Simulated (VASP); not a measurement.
# Ni (P6_3/mmc) in VASP: further runs

Ni is run at these levels: PBEsol; tasks: single point, relaxation of cell and atoms.

All numbers are computed with VASP 6.6.1; they aren't measurements. Logs are shortened: lines on timing, memory, paths and dates and some standing lists are left out, and cuts for length are marked.

## 1. The cell of the first run

The structure is hexagonal, space group P6_3/mmc (No. 194). The conventional cell has a = 2.414 Å, b = 2.414 Å, c = 3.960 Å, α = 90.00°, β = 90.00°, γ = 120.00°. Ni (site symmetry -6m2) has 12 Ni at 2.41 to 2.42 Å within 3.2 Å.

This isn't the form of Ni at room conditions, which is fcc.

## 2. Single point, PBEsol, collinear spin, ferromagnetic start (10.00 Å³/atom)

INCAR

```
PREC = Accurate
ENCUT = 520
EDIFF = 1E-7
ISMEAR = -1
SIGMA = 0.05
LREAL = False
LASPH = True
NELM = 150
ALGO = Normal
ISIF = 2
LWAVE = False
LCHARG = False
ISPIN = 2
MAGMOM = 0.671 0.671
LORBIT = 11
LMAXMIX = 4
GGA = PS
NBANDS = 21
```

KPOINTS

```
Automatic mesh
0
Gamma
  17 17 9
```

POSCAR

```
Ni
1.0
    2.4144713899      0.0000000000      0.0000000000
   -1.2072356949      2.0909935604      0.0000000000
    0.0000000000      0.0000000000      3.9601317360
Ni
2
Direct
    0.3333333333      0.6666666667      0.2500000000
    0.6666666667      0.3333333333      0.7500000000
```

Potentials or basis: VASP PAW PBE potentials, release 64 (Ni).

The run is started by

```sh
cat potpaw_PBE.64/Ni/POTCAR > POTCAR
mpirun -np 1 vasp_std > vasp.out
```

OUTCAR:

```text
PREC = Accurate
   ENCUT = 520
   EDIFF = 1E-7
   ISMEAR = -1
   LREAL = False
   LASPH = True
   NELM = 150
   ISIF = 2
   ISPIN = 2
   LORBIT = 11
   GGA = PS

 ion  position               nearest neighbor table
   1  0.333  0.667  0.250-   2 2.42   2 2.42   2 2.42   2 2.42   2 2.42   2 2.42
   2  0.667  0.333  0.750-   1 2.42   1 2.42   1 2.42   1 2.42   1 2.42   1 2.42

  LATTYP: Found a hexagonal cell.
 ALAT       =     2.4144713899
 C/A-ratio  =     1.6401651113

  Lattice vectors:

 A1 = (   2.4144713899,   0.0000000000,   0.0000000000)
 A2 = (  -1.2072356949,   2.0909935604,   0.0000000000)
 A3 = (   0.0000000000,   0.0000000000,   3.9601317360)

Analysis of symmetry for initial positions (statically):
=====================================================================
 Subroutine PRICEL returns:
 Original cell was already a primitive cell.

 Routine SETGRP: Setting up the symmetry group for a
 hexagonal supercell.

 Subroutine GETGRP returns: Found 24 space group operations
 (whereof 12 operations were pure point group operations)
 out of a pool of 24 trial point group operations.

The static configuration has the point symmetry D_3d.
 The point group associated with its full space group is D_6h.

Analysis of symmetry for dynamics (positions and initial velocities):
=====================================================================
 Subroutine PRICEL returns:
 Original cell was already a primitive cell.

 Routine SETGRP: Setting up the symmetry group for a
 hexagonal supercell.

 Subroutine GETGRP returns: Found 24 space group operations
 (whereof 12 operations were pure point group operations)
 out of a pool of 24 trial point group operations.

The dynamic configuration has the point symmetry D_3d.
 The point group associated with its full space group is D_6h.

Analysis of structural, dynamic, and magnetic symmetry:
=====================================================================
 Subroutine PRICEL returns:
 Original cell was already a primitive cell.

 Routine SETGRP: Setting up the symmetry group for a
 hexagonal supercell.

 Subroutine GETGRP returns: Found 24 space group operations
 (whereof 12 operations were pure point group operations)
 out of a pool of 24 trial point group operations.

The overall configuration has the point symmetry D_3d.
 The point group associated with its full space group is D_6h.

 Subroutine INISYM returns: Found 24 space group operations
 (whereof 12 operations are pure point group operations),
 and found     1 'primitive' translations

----------------------------------------------------------------------------------------

                                     Primitive cell

  volume of cell :      19.9933

  direct lattice vectors                    reciprocal lattice vectors
     2.414471390  0.000000000  0.000000000     0.414169331  0.239120775  0.000000000
    -1.207235695  2.090993560  0.000000000     0.000000000  0.478241549  0.000000000
     0.000000000  0.000000000  3.960131736     0.000000000  0.000000000  0.252516852

  length of vectors
     2.414471390  2.414471390  3.960131736     0.478241549  0.478241549  0.252516852

  position of ions in fractional coordinates (direct lattice)
     0.333333333  0.666666667  0.250000000
     0.666666667  0.333333333  0.750000000

  ion indices of the primitive-cell ions
   primitive index   ion index
                 1           1
                 2           2

----------------------------------------------------------------------------------------

 KPOINTS: Automatic mesh

Automatic generation of k-mesh.
 Grid dimensions read from file:
 generate k-points for:   17   17    9

 Generating k-lattice:

  Cartesian coordinates                     Fractional coordinates (reciprocal lattice)
     0.024362902  0.014065928  0.000000000     0.058823529  0.000000000  0.000000000
     0.000000000  0.028131856  0.000000000     0.000000000  0.058823529  0.000000000
     0.000000000  0.000000000  0.028057428     0.000000000  0.000000000  0.111111111

  Length of vectors
     0.028131856  0.028131856  0.028057428

  Shift w.r.t. Gamma in fractional coordinates (k-lattice)
     0.000000000  0.000000000  0.000000000

 Subroutine IBZKPT returns following result:
 ===========================================

 Found    165 irreducible k-points:

 Following reciprocal coordinates:
            Coordinates               Weight
  0.000000  0.000000  0.000000      1.000000
  0.058824  0.000000  0.000000      6.000000
  0.117647  0.000000  0.000000      6.000000
  0.176471  0.000000  0.000000      6.000000
  0.235294  0.000000  0.000000      6.000000
  0.294118  0.000000  0.000000      6.000000
[... 16 lines left out ...]
  0.411765  0.117647  0.000000     12.000000
  0.176471  0.176471  0.000000      6.000000
 [... further k-points ...]
   k-points           NKPTS =    165   k-points in BZ     NKDIM =    165   number of bands    NBANDS=     21
   number of dos      NEDOS =    301   number of ions     NIONS =      2
   total plane-waves  NPLWV =   9720
   dimension x,y,z NGX =    18 NGY =   18 NGZ =   30
   dimension x,y,z NGXF=    36 NGYF=   36 NGZF=   60
   ions per type =               2
   NGX,Y,Z   is equivalent  to a cutoff of  12.39, 12.39, 12.59 a.u.
   NGXF,Y,Z  is equivalent  to a cutoff of  24.79, 24.79, 25.19 a.u.
 SYSTEM =  unknown system
   PREC   = accura    normal or accurate (medium, high low for compatibility)
   ISTART =      0    job   : 0-new  1-cont  2-samecut
   ICHARG =      2    charge: 1-file 2-atom 10-const
   ISPIN  =      2    spin polarized calculation?
   LNONCOLLINEAR =      F non collinear calculations
   LSORBIT =      F    spin-orbit coupling
   LASPH  =      T    aspherical Exc in radial PAW
   ENCUT  =  520.0 eV  38.22 Ry    6.18 a.u.   4.49  4.49  7.36*2*pi/ulx,y,z
   NELM   =    150;   NELMIN=  2; NELMDL= -5     # of ELM steps
   EDIFF  = 0.1E-06   stopping-criterion for ELM
   LREAL  =      F    real-space projection
   EDIFFG = 0.1E-05   stopping-criterion for IOM
   NSW    =      0    number of steps for IOM
   IBRION =     -1    ionic relax: 0-MD 1-quasi-New 2-CG
   NFREE  =      0    steps in history (QN), initial steepest desc. (CG)
   ISIF   =      2    stress and relaxation
   ISYM   =      2    0-nonsym 1-usesym 2-fastsym
   POTIM  = 0.5000    time-step for ionic-motion
   TEBEG  =    0.0;   TEEND  =   0.0 temperature during run
   PSTRESS=    0.0 pullay stress
   NELECT =      20.0000    total number of electrons
   NUPDOWN=      -1.0000    fix difference up-down
   EMIN   =  10.00;   EMAX   =-10.00  energy-range for DOS
   EFERMI =   0.00;   METHOD = LEGACY
   ISMEAR =    -1;   SIGMA  =   0.05  broadening in eV -4-tet -1-fermi 0-gaus
   EFERMI_NEDOS =   21; number of points for ismear=-14 and -15
   IALGO  =     38    algorithm
   IMIX   =      4    mixing-type and parameters
     AMIX     =   0.40;   BMIX     =  1.00
     AMIX_MAG =   1.60;   BMIX_MAG =  1.00
  volume/ion in A,a.u.               =      10.00        67.46
  Fermi-wavevector in a.u.,A,eV,Ry     =   1.637282  3.094013 36.473013  2.680691
  Thomas-Fermi vector in A             =   2.728447
   LORBIT       =     11    0 simple, 1 ext, 2 COOP (PROOUT), +10 PAW based schemes
   GGA     = PS    functional components
   LHFCALC =     F    Hartree Fock is set to
   AEXX    =    0.0000 exact exchange contribution
   IVDW    =     0    specifies the selected vdW correction
   LEPSILON=     F    determine dielectric tensor
   LRPA    =     F    only Hartree local field effects (RPA)
 spin polarized calculation
  energy-cutoff  :      520.00
  volume of cell :       19.99
 maximum number of plane-waves:       555
 NGX is ok and might be reduce to    18
   NGX =  9   NGY =  9   NGZ = 15

 number of electron      19.9999973 magnetization       1.2407011

 Free energy of the ion-electron system (eV)
  ---------------------------------------------------
  ext. energy  EPLUGINS =         0.00000000
  ---------------------------------------------------
  free energy    TOTEN  =       -12.20994495 eV

  energy without entropy =      -12.17710632  energy(sigma->0) =      -12.19352563

 E-fermi :  10.4641     XC(G=0): -13.9446

 val. band max:       10.4629155927   @ k =   0.2353   0.1176   0.4444
 cond. band min:      10.4672305829   @ k =   0.2941   0.1176   0.1111
 fundamental gap:      0.0043149901
 Fermi energy:        10.4641381526

 spin component 1

 k-point     1 :       0.0000    0.0000    0.0000
  band No.  band energies     occupation
      1       0.7685      1.00000
      2       5.1101      1.00000
      3       7.7943      1.00000
      4       7.9026      1.00000
      5       7.9026      1.00000
      6       8.2097      1.00000
[... 13 lines left out ...]
     20      37.8006      0.00000
     21      42.7268      0.00000

 k-point     2 :       0.0588    0.0000    0.0000
  band No.  band energies     occupation
      1       0.8973      1.00000
      2       5.1913      1.00000
      3       7.6985      1.00000
      4       7.9617      1.00000
      5       7.9814      1.00000
      6       8.1786      1.00000
[... 13 lines left out ...]
     20      40.0390      0.00000
     21      40.3958      0.00000

 k-point     3 :       0.1176    0.0000    0.0000
  band No.  band energies     occupation
      1       1.2778      1.00000
      2       5.4167      1.00000
      3       7.5247      1.00000
      4       8.0436      1.00000
      5       8.0989      1.00000
      6       8.1340      1.00000
[... 13 lines left out ...]
     20      41.1158      0.00000
     21      41.6817      0.00000
[... 457 lines left out ...]
 k-point    23 :       0.4118    0.1176    0.0000
  band No.  band energies     occupation
      1       5.6944      1.00000
      2       5.8447      1.00000
      3       6.0067      1.00000
      4       7.4367      1.00000
      5       7.7350      1.00000
      6       7.9043      1.00000
[... 13 lines left out ...]
     20      36.8756      0.00000
     21      42.2678      0.00000

 k-point    24 :       0.1765    0.1765    0.0000
  band No.  band energies     occupation
      1       3.8573      1.00000
      2       6.3690      1.00000
      3       6.5700      1.00000
      4       6.7658      1.00000
      5       7.8035      1.00000
      6       7.9055      1.00000
[... 13 lines left out ...]
     20      39.8247      0.00000
     21      41.4560      0.00000

 [... further k-points ...]

 spin component 2

 k-point     1 :       0.0000    0.0000    0.0000
  band No.  band energies     occupation
      1       0.7683      1.00000
      2       5.4989      1.00000
      3       8.4649      1.00000
      4       8.5537      1.00000
      5       8.5537      1.00000
      6       8.8801      1.00000
[... 13 lines left out ...]
     20      37.9083      0.00000
     21      42.6959      0.00000

 k-point     2 :       0.0588    0.0000    0.0000
  band No.  band energies     occupation
      1       0.8972      1.00000
      2       5.5846      1.00000
      3       8.3499      1.00000
      4       8.6150      1.00000
      5       8.6484      1.00000
      6       8.8458      1.00000
[... 13 lines left out ...]
     20      40.1144      0.00000
     21      40.3563      0.00000

 k-point     3 :       0.1176    0.0000    0.0000
  band No.  band energies     occupation
      1       1.2786      1.00000
      2       5.8237      1.00000
      3       8.1560      1.00000
      4       8.5113      1.00000
      5       8.7054      1.00000
      6       8.7941      1.00000
[... 13 lines left out ...]
     20      41.2517      0.00000
     21      41.7013      0.00000
[... 457 lines left out ...]
 k-point    23 :       0.4118    0.1176    0.0000
  band No.  band energies     occupation
      1       6.0451      1.00000
      2       6.3334      1.00000
      3       6.4795      1.00000
      4       7.7730      1.00000
      5       8.3396      1.00000
      6       8.4744      1.00000
[... 13 lines left out ...]
     20      37.0058      0.00000
     21      42.2753      0.00000

 k-point    24 :       0.1765    0.1765    0.0000
  band No.  band energies     occupation
      1       3.8933      1.00000
      2       6.8628      1.00000
      3       7.0118      1.00000
      4       7.3145      1.00000
      5       8.4110      1.00000
      6       8.5210      1.00000
[... 13 lines left out ...]
     20      39.9041      0.00000
     21      41.4393      0.00000

 [... further k-points ...]

------------------------ aborting loop because EDIFF is reached ----------------------------------------

  FORCE on cell =-STRESS in cart. coord.  units (eV):
  Direction    XX          YY          ZZ          XY          YZ          ZX
  --------------------------------------------------------------------------------------
  -------------------------------------------------------------------------------------
  Total        1.2748944      1.2748944      1.2666895      0.0000000     -0.0000000      0.0000000
  in kB      102.1645912    102.1645912    101.5070835      0.0000000     -0.0000000      0.0000000
  external PRESSURE =     101.9454220 kB  Pullay stress =       0.0000000 kB

 VOLUME and BASIS-vectors are now :
 -----------------------------------------------------------------------------
  energy-cutoff  :      520.00
  volume of cell :       19.99
      direct lattice vectors                 reciprocal lattice vectors
     2.414471390  0.000000000  0.000000000     0.414169331  0.239120775  0.000000000
    -1.207235695  2.090993560  0.000000000     0.000000000  0.478241549  0.000000000
     0.000000000  0.000000000  3.960131736     0.000000000  0.000000000  0.252516852

 POSITION                                       TOTAL-FORCE (eV/Angst)
 -----------------------------------------------------------------------------------
     -0.00000      1.39400      0.99003         0.000000      0.000000      0.000000
      1.20724      0.69700      2.97010        -0.000000      0.000000      0.000000
 -----------------------------------------------------------------------------------
    total drift:                                0.000000     -0.000000     -0.000000

  FREE ENERGIE OF THE ION-ELECTRON SYSTEM (eV)
  ---------------------------------------------------
  free  energy   TOTEN  =       -12.2099449474 eV

  energy  without entropy=      -12.1771063212  energy(sigma->0) =      -12.19352563

 total charge

# of ion       s       p       d       tot
------------------------------------------
    1        0.538   0.583   8.358   9.480
    2        0.538   0.583   8.358   9.480
--------------------------------------------------
tot          1.076   1.167  16.716  18.959

 magnetization (x)

# of ion       s       p       d       tot
------------------------------------------
    1       -0.005  -0.024   0.651   0.622
    2       -0.005  -0.024   0.651   0.622
--------------------------------------------------
tot         -0.009  -0.048   1.302   1.245
```

It took 90 s on 1 thread of AMD EPYC 9R45 (Zen 5), shared host; peak memory 0.18 GiB.

What came out:

* Free energy: -12.2099 eV
* Pressure: 10.2 GPa
* Net moment: 1.24 μB per cell
* Site moments: Ni +0.62 μB
* Valence electrons inside the program's atomic spheres: Ni 9.48

Levels at points of the mesh, in eV from the Fermi level:
Spin up:
| k point | band 9 | band 10 | band 11 | band 12 | band 13 | band 14 |
| --- | --- | --- | --- | --- | --- | --- |
| (0.00, 0.00, 0.00) | -1.79 | -0.72 | -0.72 | -0.58 | 6.20 | 23.31 |
Spin down:
```tsv
k point	band 6	band 7	band 8	band 9	band 10	band 11	band 12	band 13	band 14	band 15
(0.00, 0.00, 0.00)	-1.58	-1.58	-1.13	-1.13	-0.60	-0.01	-0.01	6.60	23.22	26.02
```

Caveat: the cell stands under pressure; the PAW data sets were made with another functional, which shifts forces and pressure a little.

(Continued in part 2 of 2.)
